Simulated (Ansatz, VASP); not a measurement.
Two plane-wave programs on Cr

INCAR

```
ALGO = Normal
EDIFF = 1E-6
ENCUT = 520
ISIF = 2
ISMEAR = -1
LASPH = True
LCHARG = False
LREAL = False
LWAVE = False
NBANDS = 19
NELM = 100
PREC = Accurate
SIGMA = 0.03
```

The input KPOINTS:

```
k-points
0
Gamma
  12 12 7
```

POSCAR

```
Cr
1.0
    2.4325064964      0.0000000000      0.0000000000
   -1.2162532482      2.1066124208      0.0000000000
    0.0000000000      0.0000000000      3.9525989865
Cr
2
Direct
    0.3333333333      0.6666666667      0.2500000000
    0.6666666667      0.3333333333      0.7500000000
```

Input for Ansatz:

```yaml
crystal:
  lattice:
    - [2.4325064964, 0.0, 0.0]
    - [-1.2162532482, 2.1066124208, 0.0]
    - [0.0, 0.0, 3.9525989865]
  atoms:
    - { symbol: Cr, position: [0.3333333333, 0.6666666667, 0.25] }
    - { symbol: Cr, position: [0.6666666667, 0.3333333333, 0.75] }
kpoints:
  mp_grid: { grid: [12, 12, 7] }
scf:
  occupations: { method: fermi_dirac, width: 0.03 }
  lower_state_search: "off"
hamiltonian:
  xc: lda
  pseudopotentials: { kind: paw }
output:
  forces: true
  stress: true
  eigenvalues: true
```

Change from the starting cell: volume scaled by 0.72, no spin polarisation, PAW files.

Alike in both runs: task single point; functional LDA; k mesh 12 × 12 × 7; occupations fermi-dirac, width 0.03 eV; no spin polarisation.

|  | VASP | Ansatz |
| --- | --- | --- |
| version | VASP 6.6.1 | Ansatz 0.2.0 |
| potentials or method | VASP PAW LDA potentials, release 64 (Cr_pv) | PAW with Ansatz's default frozen-core files, scalar-relativistic |
| plane-wave cutoff (eV) | 520 | 420 |
| valence electrons in the cell | 24 | 28 |

```csv
,VASP,Ansatz,Ansatz less VASP
pressure (GPa),31.2,30.9,-0.35
"traceless stress, the component that is largest in VASP (GPa)",6.96,7.08,+0.123
```

LDA's correlation is that of Perdew and Zunger in VASP and of Perdew and Wang (1992) in Ansatz. Both programs put the cell under a high pressure, so it lies far from rest at this level. VASP's potentials hold 24 valence electrons a cell and Ansatz's 28, so a difference there can come from the potentials and not from the codes.
